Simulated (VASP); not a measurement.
Write the native input for VASP 6.6.1 that does the following.

- Task: single point
- Functional: PBE
- Potentials or basis: VASP PAW PBE potentials, release 64 (Cu, F)
- Cutoff: 520 eV
- k mesh: 20 × 20 × 20
- Occupations: gaussian, width 0.1 eV
- Spin: no spin polarisation
- Dipole correction: no
- Further INCAR settings: ALGO = Normal; EDIFF = 1e-07; NBANDS = 16

The structure of CuF lies in POSCAR:

```
CuF
1.0
    2.7941275260      0.0000000000      0.0000000000
    0.0000000000      2.7941275260      0.0000000000
    0.0000000000      0.0000000000      2.7941275260
Cu F
1 1
Direct
    0.0000000000      0.0000000000      0.0000000000
    0.5000000000      0.5000000000      0.5000000000
```

These files were run (other wordings do the same):

INCAR

```
PREC = Accurate ; ENCUT = 520
EDIFF = 1E-7 ; ISMEAR = 0
SIGMA = 0.1 ; LREAL = F
LASPH = T ; NELM = 60
ALGO = Normal ; ISIF = 2
LWAVE = F ; LCHARG = F
GGA = PE ; NBANDS = 16
```

KPOINTS

```
Automatic mesh
0
Gamma
  20 20 20
```

Potentials or basis: VASP PAW PBE potentials, release 64 (Cu, F).

Command:

```bash
$ cat potpaw_PBE.64/Cu/POTCAR potpaw_PBE.64/F/POTCAR > POTCAR
$ mpirun -np 1 vasp_std > vasp.out
```

Results of the run:

```
Pressure               : -0.1 GPa
Band gap on the k mesh : zero (band 9 reaches 4.32 eV, above the bottom of band 10 at 3.99 eV)
```

Caveat: semilocal functionals often make such compounds metallic where correlation or magnetic order opens a gap, which also shifts bond lengths.

Run time: 54 s on 1 thread of Intel(R) Xeon(R) Platinum 8488C (Sapphire Rapids) (shared host), peak memory 0.22 GiB.
